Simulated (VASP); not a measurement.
A run of VASP 6.6.1 is set up as follows.

Contents of INCAR:

```
SYSTEM = SiC
PREC     = Accurate       ! precision mode
ENCUT    = 520            ! plane-wave cutoff, eV
EDIFF    = 1E-6           ! SCF threshold, eV
ISMEAR   = -1             ! smearing method
SIGMA    = 0.05           ! smearing width, eV
LREAL    = .FALSE.        ! projectors in reciprocal space
LASPH    = .TRUE.         ! aspherical terms in the spheres
NELM     = 80             ! most SCF steps
ALGO     = Normal         ! electronic algorithm
ISIF     = 2              ! what is computed and relaxed
LWAVE    = .FALSE.        ! write WAVECAR
LCHARG   = .FALSE.        ! write CHGCAR
GGA      = PS             ! functional
IVDW     = 12             ! dispersion correction
NBANDS   = 16             ! bands
```

The input KPOINTS:

```
Automatic mesh
0
G
  10 10 5
  0 0 0
```

Contents of POSCAR:

```
SiC
1.0
    3.1363290418      0.0000000000      0.0000000000
   -1.5681645209      2.7161406248      0.0000000000
    0.0000000000      0.0000000000      5.1470055276
Si C
2 2
Direct
    0.6666666667      0.3333333333      0.5000000000
    0.3333333333      0.6666666667      0.0000000000
    0.6666666667      0.3333333333      0.8850000000
    0.3333333333      0.6666666667      0.3850000000
```

Potentials or basis: VASP PAW PBE potentials, release 64 (Si, C).

Run with:

```sh
$ cat potpaw_PBE.64/Si/POTCAR potpaw_PBE.64/C/POTCAR > POTCAR
$ mpirun -np 1 vasp_std > vasp.out
```

Problem. What does it give for the band gap on the k mesh?

Solution. 2.37 eV, indirect (least direct gap 3.84 eV).

Problem. What does it give for the largest force?

Solution. 0.662 eV/Å.

Problem. What does it give for the pressure?

Solution. -14.4 GPa.

Forces in eV/Å, atoms in the order of the input:
```
Si   0.000  0.000  0.662
Si   0.000  0.000  0.662
C    0.000  0.000 -0.662
C    0.000  0.000 -0.662
```

Caveat: the PAW data sets were made with another functional, which shifts forces and pressure a little. Expect the measured gap to be larger: semilocal functionals such as PBEsol lack the derivative discontinuity.
